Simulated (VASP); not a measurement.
# LiH (Fm-3m) in VASP: notebook

LiH is run at these levels: PBE, r2SCAN; tasks: single point.

Program: VASP 6.6.1. These are calculated values, not measurements. Logs are shortened: lines on timing, memory, paths and dates and some standing lists are left out, and cuts for length are marked.

### Step 1. The cell of the first run

Symmetry: Fm-3m, No. 225, cubic system. Conventional cell: a = 4.006 Å, b = 4.006 Å, c = 4.006 Å, α = 90.00°, β = 90.00°, γ = 90.00°. Within 2.7 Å of Li (site symmetry m-3m) lie 6 H at 2.00 Å. Within 2.7 Å of H (site symmetry m-3m) lie 6 Li at 2.00 Å.

### Step 2. Single point, PBE

Contents of INCAR:

```
SYSTEM = LiH
ALGO = Normal
EDIFF = 1E-6
ENCUT = 520
GGA = PE
ISIF = 2
ISMEAR = 0
LASPH = .True.
LCHARG = .True.
LELF = .True.
LREAL = .False.
LVHAR = .True.
LWAVE = .False.
NBANDS = 9
NELM = 60
PREC = Accurate
SIGMA = 0.01
```

Contents of KPOINTS:

```
k-points
0
Gamma
  8 8 8
  0 0 0
```

Contents of POSCAR:

```
LiH
1.0
    0.0000000000      2.0029948411      2.0029948411
    2.0029948411      0.0000000000      2.0029948411
    2.0029948411      2.0029948411      0.0000000000
Li H
1 1
Direct
    0.0000000000      0.0000000000      0.0000000000
    0.5000000000      0.5000000000      0.5000000000
```

Potentials or basis: VASP PAW PBE potentials, release 64 (Li_sv, H).

The run is started by

```console
$ cat potpaw_PBE.64/Li_sv/POTCAR potpaw_PBE.64/H/POTCAR > POTCAR
$ mpirun -np 1 vasp_std > vasp.out
```

OUTCAR:

```text
SYSTEM = LiH
   EDIFF = 1E-6
   ENCUT = 520
   GGA = PE
   ISIF = 2
   ISMEAR = 0
   LASPH = .True.
   LREAL = .False.
   NELM = 60
   PREC = Accurate

 ion  position               nearest neighbor table
   1  0.000  0.000  0.000-
   2  0.500  0.500  0.500-

  LATTYP: Found a face centered cubic cell.
 ALAT       =     4.0059896822

  Lattice vectors:

 A1 = (   0.0000000000,   2.0029948411,   2.0029948411)
 A2 = (   2.0029948411,   0.0000000000,   2.0029948411)
 A3 = (   2.0029948411,   2.0029948411,   0.0000000000)

Analysis of symmetry for initial positions (statically):
=====================================================================
 Subroutine PRICEL returns:
 Original cell was already a primitive cell.

 Routine SETGRP: Setting up the symmetry group for a
 face centered cubic supercell.

 Subroutine GETGRP returns: Found 48 space group operations
 (whereof 48 operations were pure point group operations)
 out of a pool of 48 trial point group operations.

The static configuration has the point symmetry O_h .

Analysis of symmetry for dynamics (positions and initial velocities):
=====================================================================
 Subroutine PRICEL returns:
 Original cell was already a primitive cell.

 Routine SETGRP: Setting up the symmetry group for a
 face centered cubic supercell.

 Subroutine GETGRP returns: Found 48 space group operations
 (whereof 48 operations were pure point group operations)
 out of a pool of 48 trial point group operations.

The dynamic configuration has the point symmetry O_h .

 Subroutine INISYM returns: Found 48 space group operations
 (whereof 48 operations are pure point group operations),
 and found     1 'primitive' translations

----------------------------------------------------------------------------------------

                                     Primitive cell

  volume of cell :      16.0720

  direct lattice vectors                    reciprocal lattice vectors
     0.000000000  2.002994841  2.002994841    -0.249626205  0.249626205  0.249626205
     2.002994841  0.000000000  2.002994841     0.249626205 -0.249626205  0.249626205
     2.002994841  2.002994841  0.000000000     0.249626205  0.249626205 -0.249626205

  length of vectors
     2.832662470  2.832662470  2.832662470     0.432365269  0.432365269  0.432365269

  position of ions in fractional coordinates (direct lattice)
     0.000000000  0.000000000  0.000000000
     0.500000000  0.500000000  0.500000000

  ion indices of the primitive-cell ions
   primitive index   ion index
                 1           1
                 2           2

----------------------------------------------------------------------------------------

 KPOINTS: k-points

Automatic generation of k-mesh.
 Grid dimensions read from file:
 generate k-points for:    8    8    8

 Generating k-lattice:

  Cartesian coordinates                     Fractional coordinates (reciprocal lattice)
    -0.031203276  0.031203276  0.031203276     0.125000000  0.000000000  0.000000000
     0.031203276 -0.031203276  0.031203276     0.000000000  0.125000000  0.000000000
     0.031203276  0.031203276 -0.031203276     0.000000000  0.000000000  0.125000000

  Length of vectors
     0.054045659  0.054045659  0.054045659

  Shift w.r.t. Gamma in fractional coordinates (k-lattice)
     0.000000000  0.000000000  0.000000000

 Subroutine IBZKPT returns following result:
 ===========================================

 Found     29 irreducible k-points:

 Following reciprocal coordinates:
            Coordinates               Weight
  0.000000  0.000000  0.000000      1.000000
  0.125000  0.000000  0.000000      8.000000
  0.250000  0.000000  0.000000      8.000000
  0.375000  0.000000  0.000000      8.000000
  0.500000  0.000000  0.000000      4.000000
  0.125000  0.125000  0.000000      6.000000
[... 16 lines left out ...]
  0.500000  0.250000  0.125000     48.000000
 -0.375000  0.250000  0.125000     24.000000
 [... further k-points ...]
   k-points           NKPTS =     29   k-points in BZ     NKDIM =     29   number of bands    NBANDS=      9
   number of dos      NEDOS =    301   number of ions     NIONS =      2
   total plane-waves  NPLWV =  13824
   dimension x,y,z NGX =    24 NGY =   24 NGZ =   24
   dimension x,y,z NGXF=    48 NGYF=   48 NGZF=   48
   ions per type =               1   1
   NGX,Y,Z   is equivalent  to a cutoff of  14.09, 14.09, 14.09 a.u.
   NGXF,Y,Z  is equivalent  to a cutoff of  28.17, 28.17, 28.17 a.u.
 SYSTEM =  LiH
   PREC   = accura    normal or accurate (medium, high low for compatibility)
   ISTART =      0    job   : 0-new  1-cont  2-samecut
   ICHARG =      2    charge: 1-file 2-atom 10-const
   ISPIN  =      1    spin polarized calculation?
   LNONCOLLINEAR =      F non collinear calculations
   LSORBIT =      F    spin-orbit coupling
   LASPH  =      T    aspherical Exc in radial PAW
   ENCUT  =  520.0 eV  38.22 Ry    6.18 a.u.   5.27  5.27  5.27*2*pi/ulx,y,z
   NELM   =     60;   NELMIN=  2; NELMDL= -5     # of ELM steps
   EDIFF  = 0.1E-05   stopping-criterion for ELM
   LREAL  =      F    real-space projection
[... 7 lines left out ...]
   TEBEG  =    0.0;   TEEND  =   0.0 temperature during run
   PSTRESS=    0.0 pullay stress
   NELECT =       4.0000    total number of electrons
   NUPDOWN=      -1.0000    fix difference up-down
   EMIN   =  10.00;   EMAX   =-10.00  energy-range for DOS
   EFERMI =   0.00;   METHOD = LEGACY
   ISMEAR =     0;   SIGMA  =   0.01  broadening in eV -4-tet -1-fermi 0-gaus
   EFERMI_NEDOS =   21; number of points for ismear=-14 and -15
   IALGO  =     38    algorithm
   IMIX   =      4    mixing-type and parameters
     AMIX     =   0.40;   BMIX     =  1.00
     AMIX_MAG =   1.60;   BMIX_MAG =  1.00
  volume/ion in A,a.u.               =       8.04        54.23
  Fermi-wavevector in a.u.,A,eV,Ry     =   1.029765  1.945975 14.427849  1.060417
  Thomas-Fermi vector in A             =   2.163830
   LORBIT       =      0    0 simple, 1 ext, 2 COOP (PROOUT), +10 PAW based schemes
   GGA     = PE    functional components
   LHFCALC =     F    Hartree Fock is set to
   AEXX    =    0.0000 exact exchange contribution
   IVDW    =     0    specifies the selected vdW correction
   LEPSILON=     F    determine dielectric tensor
   LRPA    =     F    only Hartree local field effects (RPA)
 non-spin polarized calculation
 Gauss-broadening in eV      SIGMA  =   0.01
  energy-cutoff  :      520.00
  volume of cell :       16.07
 maximum number of plane-waves:       445
 NGX is ok and might be reduce to    24
   NGX = 11   NGY = 11   NGZ = 11

 number of electron       3.9999995 magnetization

 Free energy of the ion-electron system (eV)
  ---------------------------------------------------
  ext. energy  EPLUGINS =         0.00000000
  ---------------------------------------------------
  free energy    TOTEN  =        -6.12691860 eV

  energy without entropy =       -6.12691860  energy(sigma->0) =       -6.12691860

 E-fermi :   0.1512     XC(G=0):  -8.5176

 val. band max:        0.1004476151   @ k =   0.5000   0.5000   0.0000
 cond. band min:       3.0781158295   @ k =   0.5000   0.5000   0.0000
 fundamental gap:      2.9776682144
 Fermi energy:         0.1512321835

 k-point     1 :       0.0000    0.0000    0.0000
  band No.  band energies     occupation
      1     -44.1890      2.00000
      2      -5.3401      2.00000
      3      16.2205      0.00000
      4      18.0108      0.00000
      5      18.0108      0.00000
      6      18.0108      0.00000
      7      22.7298      0.00000
      8      22.7298      0.00000
      9      22.7298      0.00000

 k-point     2 :       0.1250    0.0000    0.0000
  band No.  band energies     occupation
      1     -44.1823      2.00000
      2      -5.0645      2.00000
      3      13.9874      0.00000
      4      16.6816      0.00000
      5      17.4580      0.00000
      6      17.4580      0.00000
      7      22.2705      0.00000
      8      23.9177      0.00000
      9      23.9177      0.00000

 k-point     3 :       0.2500    0.0000    0.0000
  band No.  band energies     occupation
      1     -44.1658      2.00000
      2      -4.2750      2.00000
      3       9.8369      0.00000
      4      15.1842      0.00000
      5      16.7611      0.00000
      6      16.7611      0.00000
      7      22.2827      0.00000
      8      22.2827      0.00000
      9      23.7222      0.00000

 k-point     4 :       0.3750    0.0000    0.0000
  band No.  band energies     occupation
      1     -44.1492      2.00000
      2      -3.1776      2.00000
      3       6.4551      0.00000
      4      14.1459      0.00000
      5      16.5466      0.00000
      6      16.5466      0.00000
      7      20.0915      0.00000
      8      20.0915      0.00000
      9      25.9425      0.00000

 k-point     5 :       0.5000    0.0000    0.0000
  band No.  band energies     occupation
      1     -44.1424      2.00000
      2      -2.5334      2.00000
      3       5.0264      0.00000
      4      13.7786      0.00000
      5      16.6192      0.00000
      6      16.6192      0.00000
      7      19.1963      0.00000
      8      19.1963      0.00000
      9      27.4457      0.00000

 k-point     6 :       0.1250    0.1250    0.0000
  band No.  band energies     occupation
      1     -44.1801      2.00000
      2      -4.9659      2.00000
      3      14.3965      0.00000
      4      15.7754      0.00000
      5      15.7754      0.00000
      6      18.8629      0.00000
      7      19.3223      0.00000
      8      24.8062      0.00000
      9      25.9084      0.00000
[... 169 lines left out ...]
 k-point    21 :       0.5000    0.5000    0.0000
  band No.  band energies     occupation
      1     -44.1284      2.00000
      2       0.1004      2.00000
      3       3.0781      0.00000
      4      10.9242      0.00000
      5      10.9242      0.00000
      6      14.0899      0.00000
      7      17.4008      0.00000
      8      34.9193      0.00000
      9      34.9193      0.00000

 k-point    22 :       0.3750    0.2500    0.1250
  band No.  band energies     occupation
      1     -44.1537      2.00000
      2      -3.5031      2.00000
      3       9.6862      0.00000
      4      10.4329      0.00000
      5      14.3420      0.00000
      6      17.7803      0.00000
      7      20.2577      0.00000
      8      23.9401      0.00000
      9      27.7748      0.00000

 k-point    23 :       0.5000    0.2500    0.1250
  band No.  band energies     occupation
      1     -44.1406      2.00000
      2      -2.3339      2.00000
      3       6.6652      0.00000
      4       9.2502      0.00000
      5      13.6693      0.00000
      6      16.9494      0.00000
      7      22.4520      0.00000
      8      24.4909      0.00000
      9      27.2357      0.00000

 k-point    24 :      -0.3750    0.2500    0.1250
  band No.  band energies     occupation
      1     -44.1351      2.00000
      2      -1.6185      2.00000
      3       5.1938      0.00000
      4       8.9564      0.00000
      5      13.4197      0.00000
      6      16.5425      0.00000
      7      23.1960      0.00000
      8      26.2598      0.00000
      9      27.4731      0.00000

 [... further k-points ...]
[... 5 lines left out ...]
  --------------------------------------------------------------------------------------
  -------------------------------------------------------------------------------------
  Total       -0.0225525     -0.0225525     -0.0225525     -0.0000000      0.0000000     -0.0000000
  in kB       -2.2482041     -2.2482041     -2.2482041     -0.0000000      0.0000000     -0.0000000
  external PRESSURE =      -2.2482041 kB  Pullay stress =       0.0000000 kB

 VOLUME and BASIS-vectors are now :
 -----------------------------------------------------------------------------
  energy-cutoff  :      520.00
  volume of cell :       16.07
      direct lattice vectors                 reciprocal lattice vectors
     0.000000000  2.002994841  2.002994841    -0.249626205  0.249626205  0.249626205
     2.002994841  0.000000000  2.002994841     0.249626205 -0.249626205  0.249626205
     2.002994841  2.002994841  0.000000000     0.249626205  0.249626205 -0.249626205

 POSITION                                       TOTAL-FORCE (eV/Angst)
 -----------------------------------------------------------------------------------
      0.00000      0.00000      0.00000         0.000000      0.000000      0.000000
      2.00299      2.00299      2.00299         0.000000      0.000000      0.000000
 -----------------------------------------------------------------------------------
    total drift:                                0.000000     -0.000000     -0.000000

  FREE ENERGIE OF THE ION-ELECTRON SYSTEM (eV)
  ---------------------------------------------------
  free  energy   TOTEN  =        -6.1269185996 eV

  energy  without entropy=       -6.1269185996  energy(sigma->0) =       -6.12691860
```

Wall time 4.8 s (1 thread of Intel Xeon Platinum 8488C (Sapphire Rapids), shared host); peak memory 0.13 GiB.

Results:

```yaml
Free_energy: -6.1269 eV
Band_gap_on_the_k_mesh: 2.98 eV, direct
```

Caveat: the cutoff is under 1.25 times the usual one of these potentials, so pressure, stress and relaxed cells hold a basis-set (Pulay) error. Expect the measured gap to be larger: semilocal functionals such as PBE lack the derivative discontinuity.

(Continued in part 2 of 2.)
